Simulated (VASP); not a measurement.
Wanted: the native input for a VASP 6.6.1 run.

- Task: single point
- Functional: PBEsol
- Potentials or basis: VASP PAW PBE potentials, release 64 (Os)
- Cutoff: 520 eV
- k mesh: 14 × 14 × 14
- Occupations: fermi-dirac, width 0.05 eV
- Spin: no spin polarisation
- Dipole correction: no
- Further INCAR settings: ALGO = Normal; EDIFF = 1e-06; NBANDS = 10

The structure of Os lies in POSCAR:

```
Os
1.0
    0.0000000000      1.9450000000      1.8866500000
    1.9450000000      0.0000000000      1.8866500000
    1.9450000000      1.9450000000      0.0000000000
Os
1
Direct
    0.0000000000      0.0000000000      0.0000000000
```

This cell differs from its parent crystal: zz strain of -3 %.

One way to write it, as run:

INCAR

```
  PREC = Accurate
  ENCUT = 520
  EDIFF = 1E-6
  ISMEAR = -1
  SIGMA = 0.05
  LREAL = F
  LASPH = T
  NELM = 80
  ALGO = Normal
  ISIF = 2
  LWAVE = F
  LCHARG = F
  GGA = PS
  NBANDS = 10
```

KPOINTS

```
regular mesh
0
Gamma
  14 14 14
```

Potentials or basis: VASP PAW PBE potentials, release 64 (Os).

The run is started by

```bash
$ cat potpaw_PBE.64/Os/POTCAR > POTCAR
$ mpirun -np 1 vasp_std > vasp.out
```

Results of the run:

* Pressure: -8.8 GPa
* Band gap on the k mesh: zero (band 4 reaches 11.62 eV, above the bottom of band 5 at 7.44 eV)

Caveat: the cell differs from its parent crystal (zz strain of -3 %); the PAW data sets were made with another functional, which shifts forces and pressure a little; spin-orbit coupling is left out, which moves the levels of the heavy elements.

It took 10 s on 1 thread of Intel(R) Xeon(R) 6975P-C (Granite Rapids) (shared host), peak memory 0.15 GiB.
